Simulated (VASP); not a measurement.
# Ag2O (Pn-3m) in VASP: a series of runs

Ag2O is run at these levels: r2SCAN; tasks: single point.

All numbers are computed with VASP 6.6.1; they aren't measurements. Logs are shortened: lines on timing, memory, paths and dates and some standing lists are left out, and cuts for length are marked.

## 1. The cell of the first run

Symmetry: Pn-3m, No. 224, cubic system. The conventional cell has a = 4.660 Å, b = 4.660 Å, c = 4.660 Å, α = 90.00°, β = 90.00°, γ = 90.00°. Within 2.7 Å of Ag (site symmetry -3m) lie 2 O at 2.02 Å. O (site symmetry -43m) has 4 Ag at 2.02 Å within 2.7 Å.

## 2. Single point, r2SCAN

Input file POSCAR:

```
Ag2O
1.0
    4.6602299800      0.0000000000      0.0000000000
    0.0000000000      4.6602299800      0.0000000000
    0.0000000000      0.0000000000      4.6602299800
Ag O
4 2
Direct
    0.2500000000      0.2500000000      0.2500000000
    0.2500000000      0.7500000000      0.7500000000
    0.7500000000      0.7500000000      0.2500000000
    0.7500000000      0.2500000000      0.7500000000
    0.0000000000      0.0000000000      0.0000000000
    0.5000000000      0.5000000000      0.5000000000
```

Input file INCAR.step1:

```
SYSTEM = Ag2O
ALGO = Normal ; EDIFF = 1E-5
ENCUT = 660 ; GGA = PE
GGA_COMPAT = .FALSE. ; ISMEAR = -1
LASPH = .TRUE. ; LCHARG = .FALSE.
LREAL = .FALSE. ; LWAVE = .TRUE.
NBANDS = 37 ; NELM = 120
PREC = Accurate ; SIGMA = 0.1
```

Input file INCAR.step2:

```
SYSTEM = Ag2O
ALGO = Normal ; EDIFF = 1E-6
ENCUT = 660 ; GGA_COMPAT = .FALSE.
ISIF = 2 ; ISMEAR = -1
ISTART = 1 ; LASPH = .TRUE.
LCHARG = .TRUE. ; LELF = .TRUE.
LMIXTAU = .TRUE. ; LREAL = .FALSE.
LVHAR = .TRUE. ; LWAVE = .FALSE.
METAGGA = R2SCAN ; NBANDS = 37
NELM = 120 ; PREC = Accurate
SIGMA = 0.1
```

Input file KPOINTS:

```
k-points
0
G
  7 7 7
  0 0 0
```

Potentials or basis: VASP PAW PBE potentials, release 64 (Ag, O).

The run is started by

```sh
> cat potpaw_PBE.64/Ag/POTCAR potpaw_PBE.64/O/POTCAR > POTCAR
> cp INCAR.step1 INCAR
> mpirun -np 1 vasp_std > vasp.out
> cp INCAR.step2 INCAR
> mpirun -np 1 vasp_std > vasp.out
```

OUTCAR:

```text
SYSTEM = Ag2O
   EDIFF = 1E-6
   ENCUT = 660
   ISIF = 2
   ISMEAR = -1
   ISTART = 1
   LASPH = .TRUE.
   LREAL = .FALSE.
   METAGGA = R2SCAN
   NELM = 120
   PREC = Accurate

 ion  position               nearest neighbor table
   1  0.250  0.250  0.250-   5 2.02   6 2.02   4 3.30   2 3.30   3 3.30   2 3.30   4 3.30   2 3.30
                             3 3.30   2 3.30   3 3.30   4 3.30   4 3.30   3 3.30
   2  0.250  0.750  0.750-   5 2.02   6 2.02   4 3.30   1 3.30   3 3.30   1 3.30   3 3.30   1 3.30
                             4 3.30   1 3.30   3 3.30   4 3.30   3 3.30   4 3.30
   3  0.750  0.750  0.250-   5 2.02   6 2.02   4 3.30   1 3.30   2 3.30   2 3.30   4 3.30   1 3.30
                             4 3.30   4 3.30   1 3.30   2 3.30   2 3.30   1 3.30
   4  0.750  0.250  0.750-   5 2.02   6 2.02   3 3.30   1 3.30   2 3.30   1 3.30   3 3.30   2 3.30
                             3 3.30   3 3.30   1 3.30   2 3.30   1 3.30   2 3.30
   5  0.000  0.000  0.000-   1 2.02   2 2.02   3 2.02   4 2.02
   6  0.500  0.500  0.500-   1 2.02   2 2.02   3 2.02   4 2.02

  LATTYP: Found a simple cubic cell.
 ALAT       =     4.6602299800

  Lattice vectors:

 A1 = (   4.6602299800,   0.0000000000,   0.0000000000)
 A2 = (   0.0000000000,   4.6602299800,   0.0000000000)
 A3 = (   0.0000000000,   0.0000000000,   4.6602299800)

Analysis of symmetry for initial positions (statically):
=====================================================================
 Subroutine PRICEL returns:
 Original cell was already a primitive cell.

 Routine SETGRP: Setting up the symmetry group for a
 simple cubic supercell.

 Subroutine GETGRP returns: Found 48 space group operations
 (whereof 24 operations were pure point group operations)
 out of a pool of 48 trial point group operations.

The static configuration has the point symmetry T_d .
 The point group associated with its full space group is O_h .

Analysis of symmetry for dynamics (positions and initial velocities):
=====================================================================
 Subroutine PRICEL returns:
 Original cell was already a primitive cell.

 Routine SETGRP: Setting up the symmetry group for a
 simple cubic supercell.

 Subroutine GETGRP returns: Found 48 space group operations
 (whereof 24 operations were pure point group operations)
 out of a pool of 48 trial point group operations.

The dynamic configuration has the point symmetry T_d .
 The point group associated with its full space group is O_h .

 Subroutine INISYM returns: Found 48 space group operations
 (whereof 24 operations are pure point group operations),
 and found     1 'primitive' translations

----------------------------------------------------------------------------------------

                                     Primitive cell

  volume of cell :     101.2097

  direct lattice vectors                    reciprocal lattice vectors
     4.660229980  0.000000000  0.000000000     0.214581685  0.000000000  0.000000000
     0.000000000  4.660229980  0.000000000     0.000000000  0.214581685  0.000000000
     0.000000000  0.000000000  4.660229980     0.000000000  0.000000000  0.214581685

  length of vectors
     4.660229980  4.660229980  4.660229980     0.214581685  0.214581685  0.214581685

  position of ions in fractional coordinates (direct lattice)
     0.250000000  0.250000000  0.250000000
     0.250000000  0.750000000  0.750000000
     0.750000000  0.750000000  0.250000000
     0.750000000  0.250000000  0.750000000
     0.000000000  0.000000000  0.000000000
     0.500000000  0.500000000  0.500000000

  ion indices of the primitive-cell ions
   primitive index   ion index
                 1           1
                 2           2
                 3           3
                 4           4
                 5           5
                 6           6

----------------------------------------------------------------------------------------

 KPOINTS: k-points

Automatic generation of k-mesh.
 Grid dimensions read from file:
 generate k-points for:    7    7    7

 Generating k-lattice:

  Cartesian coordinates                     Fractional coordinates (reciprocal lattice)
     0.030654526  0.000000000  0.000000000     0.142857143  0.000000000  0.000000000
     0.000000000  0.030654526  0.000000000     0.000000000  0.142857143  0.000000000
     0.000000000  0.000000000  0.030654526     0.000000000  0.000000000  0.142857143

  Length of vectors
     0.030654526  0.030654526  0.030654526

  Shift w.r.t. Gamma in fractional coordinates (k-lattice)
     0.000000000  0.000000000  0.000000000

 Subroutine IBZKPT returns following result:
 ===========================================

 Found     20 irreducible k-points:

 Following reciprocal coordinates:
            Coordinates               Weight
  0.000000  0.000000  0.000000      1.000000
  0.142857  0.000000  0.000000      6.000000
  0.285714  0.000000  0.000000      6.000000
  0.428571  0.000000  0.000000      6.000000
  0.142857  0.142857  0.000000     12.000000
  0.285714  0.142857  0.000000     24.000000
[... 12 lines left out ...]
  0.428571  0.428571  0.285714     24.000000
  0.428571  0.428571  0.428571      8.000000
   k-points           NKPTS =     20   k-points in BZ     NKDIM =     20   number of bands    NBANDS=     37
   number of dos      NEDOS =    301   number of ions     NIONS =      6
   total plane-waves  NPLWV =  64000
   dimension x,y,z NGX =    40 NGY =   40 NGZ =   40
   dimension x,y,z NGXF=    80 NGYF=   80 NGZF=   80
   ions per type =               4   2
   NGX,Y,Z   is equivalent  to a cutoff of  14.27, 14.27, 14.27 a.u.
   NGXF,Y,Z  is equivalent  to a cutoff of  28.54, 28.54, 28.54 a.u.
 SYSTEM =  Ag2O
   PREC   = accura    normal or accurate (medium, high low for compatibility)
   ISTART =      1    job   : 0-new  1-cont  2-samecut
   ICHARG =      0    charge: 1-file 2-atom 10-const
   ISPIN  =      1    spin polarized calculation?
   LNONCOLLINEAR =      F non collinear calculations
   LSORBIT =      F    spin-orbit coupling
   LASPH  =      T    aspherical Exc in radial PAW
   ENCUT  =  660.0 eV  48.51 Ry    6.96 a.u.   9.76  9.76  9.76*2*pi/ulx,y,z
   NELM   =    120;   NELMIN=  2; NELMDL=  0     # of ELM steps
   EDIFF  = 0.1E-05   stopping-criterion for ELM
   LREAL  =      F    real-space projection
   EDIFFG = 0.1E-04   stopping-criterion for IOM
   NSW    =      0    number of steps for IOM
   IBRION =     -1    ionic relax: 0-MD 1-quasi-New 2-CG
   NFREE  =      0    steps in history (QN), initial steepest desc. (CG)
   ISIF   =      2    stress and relaxation
   ISYM   =      2    0-nonsym 1-usesym 2-fastsym
   POTIM  = 0.5000    time-step for ionic-motion
   TEBEG  =    0.0;   TEEND  =   0.0 temperature during run
   PSTRESS=    0.0 pullay stress
   NELECT =      56.0000    total number of electrons
   NUPDOWN=      -1.0000    fix difference up-down
   EMIN   =  10.00;   EMAX   =-10.00  energy-range for DOS
   EFERMI =   0.00;   METHOD = LEGACY
   ISMEAR =    -1;   SIGMA  =   0.10  broadening in eV -4-tet -1-fermi 0-gaus
   EFERMI_NEDOS =   21; number of points for ismear=-14 and -15
   IALGO  =     38    algorithm
   IMIX   =      4    mixing-type and parameters
     AMIX     =   0.40;   BMIX     =  1.00
     AMIX_MAG =   1.60;   BMIX_MAG =  1.00
  volume/ion in A,a.u.               =      16.87       113.83
  Fermi-wavevector in a.u.,A,eV,Ry     =   1.343992  2.539777 24.576417  1.806316
  Thomas-Fermi vector in A             =   2.472022
   LORBIT       =      0    0 simple, 1 ext, 2 COOP (PROOUT), +10 PAW based schemes
   METAGGA = R2SCAN    functional components
   LHFCALC =     F    Hartree Fock is set to
   AEXX    =    0.0000 exact exchange contribution
   IVDW    =     0    specifies the selected vdW correction
   LEPSILON=     F    determine dielectric tensor
   LRPA    =     F    only Hartree local field effects (RPA)
 non-spin polarized calculation
  energy-cutoff  :      660.00
  volume of cell :      101.21
 maximum number of plane-waves:      3916
 NGX is ok and might be reduce to    40
   NGX = 19   NGY = 19   NGZ = 19

 number of electron      56.0000034 magnetization

 Free energy of the ion-electron system (eV)
  ---------------------------------------------------
  ext. energy  EPLUGINS =         0.00000000
  ---------------------------------------------------
  free energy    TOTEN  =       -98.25129532 eV

  energy without entropy =      -98.24725612  energy(sigma->0) =      -98.24927572

 E-fermi :   5.2785     XC(G=0): -11.3300

 val. band max:        4.9821876731   @ k =   0.0000   0.0000   0.0000
 cond. band min:       5.3194318019   @ k =   0.0000   0.0000   0.0000
 fundamental gap:      0.3372441288
 Fermi energy:         5.2785437209

 k-point     1 :       0.0000    0.0000    0.0000
  band No.  band energies     occupation
      1     -15.3521      2.00000
      2     -14.5941      2.00000
      3      -2.4616      2.00000
      4      -2.4616      2.00000
      5      -2.4616      2.00000
      6       0.0150      2.00000
[... 29 lines left out ...]
     36      14.2021      0.00000
     37      14.2022      0.00000

 k-point     2 :       0.1429    0.0000    0.0000
  band No.  band energies     occupation
      1     -15.3168      2.00000
      2     -14.6341      2.00000
      3      -2.3871      2.00000
      4      -2.3871      2.00000
      5      -2.3564      2.00000
      6       0.0943      2.00000
[... 29 lines left out ...]
     36      13.9210      0.00000
     37      13.9210      0.00000

 k-point     3 :       0.2857    0.0000    0.0000
  band No.  band energies     occupation
      1     -15.2166      2.00000
      2     -14.7447      2.00000
      3      -2.1805      2.00000
      4      -2.1805      2.00000
      5      -2.0523      2.00000
      6      -0.3913      2.00000
[... 29 lines left out ...]
     36      13.4222      0.00000
     37      13.4222      0.00000
[... 601 lines left out ...]
 k-point    19 :       0.4286    0.4286    0.2857
  band No.  band energies     occupation
      1     -15.2184      2.00000
      2     -14.7211      2.00000
      3      -2.2145      2.00000
      4      -2.2001      2.00000
      5      -2.0395      2.00000
      6      -0.3321      2.00000
[... 29 lines left out ...]
     36      13.3169      0.00000
     37      16.8176      0.00000

 k-point    20 :       0.4286    0.4286    0.4286
  band No.  band energies     occupation
      1     -15.2742      2.00000
      2     -14.6538      2.00000
      3      -2.2751      2.00000
      4      -2.2751      2.00000
      5      -2.2276      2.00000
      6       0.0507      2.00000
[... 29 lines left out ...]
     36      12.3675      0.00000
     37      18.3947      0.00000

------------------------ aborting loop because EDIFF is reached ----------------------------------------

  FORCE on cell =-STRESS in cart. coord.  units (eV):
  Direction    XX          YY          ZZ          XY          YZ          ZX
  --------------------------------------------------------------------------------------
  -------------------------------------------------------------------------------------
  Total        3.6461794      3.6461794      3.6461794     -0.0000000      0.0000000      0.0000000
  in kB       57.7200324     57.7200324     57.7200324     -0.0000000      0.0000000      0.0000000
  external PRESSURE =      57.7200324 kB  Pullay stress =       0.0000000 kB

 VOLUME and BASIS-vectors are now :
 -----------------------------------------------------------------------------
  energy-cutoff  :      660.00
  volume of cell :      101.21
      direct lattice vectors                 reciprocal lattice vectors
     4.660229980  0.000000000  0.000000000     0.214581685  0.000000000  0.000000000
     0.000000000  4.660229980  0.000000000     0.000000000  0.214581685  0.000000000
     0.000000000  0.000000000  4.660229980     0.000000000  0.000000000  0.214581685

 POSITION                                       TOTAL-FORCE (eV/Angst)
 -----------------------------------------------------------------------------------
      1.16506      1.16506      1.16506         0.000000     -0.000000      0.000000
      1.16506      3.49517      3.49517         0.000000     -0.000000      0.000000
      3.49517      3.49517      1.16506        -0.000000      0.000000     -0.000000
      3.49517      1.16506      3.49517         0.000000      0.000000     -0.000000
      0.00000      0.00000      0.00000        -0.000000      0.000000     -0.000000
      2.33011      2.33011      2.33011        -0.000000      0.000000     -0.000000
 -----------------------------------------------------------------------------------
    total drift:                                0.000000     -0.000000     -0.000000

  FREE ENERGIE OF THE ION-ELECTRON SYSTEM (eV)
  ---------------------------------------------------
  free  energy   TOTEN  =       -98.2512953171 eV

  energy  without entropy=      -98.2472561159  energy(sigma->0) =      -98.24927572
```

Run time: 2.5 min. Hardware: 1 thread of Intel Xeon 6975P-C (Granite Rapids), shared host; peak memory 0.3 GiB.

What came out:

- Free energy: -98.2513 eV
- Pressure: 5.8 GPa
- Band gap on the k mesh: 0.34 eV

Caveat: the cell stands under pressure; semilocal functionals underestimate gaps, and a narrow one can read as zero; the PAW data sets were made with another functional, which shifts forces and pressure a little; an odd mesh through Γ misses points on the zone boundary, where band edges can lie.

## 3. Single point, r2SCAN

This run uses another cell than the first one, of 17.23 Å³/atom.

Changes to POSCAR since step 2:

```diff
@@ -2,5 +2,5 @@
 1.0
-    4.6602299800      0.0000000000      0.0000000000
-    0.0000000000      4.6602299800      0.0000000000
-    0.0000000000      0.0000000000      4.6602299800
+    4.6930495800      0.0000000000      0.0000000000
+    0.0000000000      4.6930495800      0.0000000000
+    0.0000000000      0.0000000000      4.6930495800
 Ag O
```

Input file INCAR.step1:

```
SYSTEM = Ag2O
PREC = Accurate
ENCUT = 660
ISMEAR = -1
SIGMA = 0.1
LREAL = .False.
LASPH = .True.
NELM = 120
NBANDS = 37
GGA = PE
ALGO = Normal
EDIFF = 1E-5
LWAVE = .True.
LCHARG = .False.
GGA_COMPAT = .False.
```

Input file INCAR.step2:

```
SYSTEM = Ag2O
PREC = Accurate
ENCUT = 660
EDIFF = 1E-6
ISMEAR = -1
SIGMA = 0.1
LREAL = .False.
LASPH = .True.
NELM = 120
ALGO = Normal
ISIF = 2
LWAVE = .False.
LCHARG = .True.
METAGGA = R2SCAN
LMIXTAU = .True.
LELF = .True.
LVHAR = .True.
NBANDS = 37
ISTART = 1
GGA_COMPAT = .False.
```

Input file KPOINTS:

```
Automatic mesh
0
Gamma
  7 7 7
  0 0 0
```

Potentials or basis: VASP PAW PBE potentials, release 64 (Ag, O).

The run is started by

```sh
> cat potpaw_PBE.64/Ag/POTCAR potpaw_PBE.64/O/POTCAR > POTCAR
> cp INCAR.step1 INCAR
> mpirun -np 1 vasp_std > vasp.out
> cp INCAR.step2 INCAR
> mpirun -np 1 vasp_std > vasp.out
```

Run time: 2.5 min. Hardware: 1 thread of Intel Xeon 6975P-C (Granite Rapids), shared host; peak memory 0.3 GiB.

Results (log left out):

```yaml
Free_energy: -98.3157 eV
Pressure: 3.5 GPa
Band_gap_on_the_k_mesh: 0.30 eV
```

Levels at points of the mesh, in eV from the valence-band top:
```tsv
k point	band 25	band 26	band 27	band 28	band 29	band 30	band 31	band 32
(0.00, 0.00, 0.00)	-2.84	0.00	0.00	0.00	0.30	2.28	2.28	7.88
```

Caveat: the cell stands under pressure; semilocal functionals underestimate gaps, and a narrow one can read as zero; the PAW data sets were made with another functional, which shifts forces and pressure a little; an odd mesh through Γ misses points on the zone boundary, where band edges can lie.
